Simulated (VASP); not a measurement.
Ti3O: single point with r2SCAN

Slab: Ti3O, a slab with vacuum.

```xyz
4
Lattice="2.9358 0.0000 0.0000 -1.4679 2.5425 0.0000 0.0000 0.0000 23.6362" Properties=species:S:1:pos:R:3 pbc="T T T"
Ti    0.0000    1.6950    8.5000
Ti    1.4679    0.8475   10.7118
Ti    0.0000    1.6950   12.9229
O    -0.7339    2.9662   16.9756
```

| Quantity | Value |
| --- | --- |
| Program | VASP 6.6.1 |
| Task | single point |
| Functional | r2SCAN |
| Potentials or basis | VASP PAW PBE potentials, release 64 (Ti_sv, O) |
| Cutoff | 520 eV |
| k mesh | 12 × 12 × 1 |
| Occupations | gaussian, width 0.1 eV |
| Spin | no spin polarisation |
| Dipole correction | yes |
| Further INCAR settings | ALGO = Normal; EDIFF = 1e-06; NBANDS = 29 |

The largest force is 0.616 eV/Å. The band gap on the k mesh is zero (band 21 reaches -1.50 eV, above the bottom of band 22 at -2.36 eV).

Forces in eV/Å, atoms in the order of the input:
```
Ti   0.000  0.000  0.051
Ti   0.000  0.000 -0.159
Ti   0.003  0.002  0.616
O   -0.002 -0.001 -0.508
```

Levels at points of the mesh, in eV from the Fermi level:
```csv
k point,band 18,band 19,band 20,band 21,band 22,band 23,band 24,band 25
"(0.00, 0.00, 0.00)",-0.06,0.46,0.57,0.58,0.71,0.72,0.82,0.82
"(0.50, 0.00, 0.00)",-1.30,-1.09,-0.11,0.11,0.18,0.73,0.83,1.30
"(0.00, 0.50, 0.00)",-1.30,-1.09,-0.14,0.13,0.18,0.74,0.83,1.30
```

It took 18 min on 1 thread of Intel(R) Xeon(R) 6975P-C (Granite Rapids), on a shared host, peak memory 0.46 GiB.

Caveat: the PAW data sets were made with another functional, which shifts forces and pressure a little.
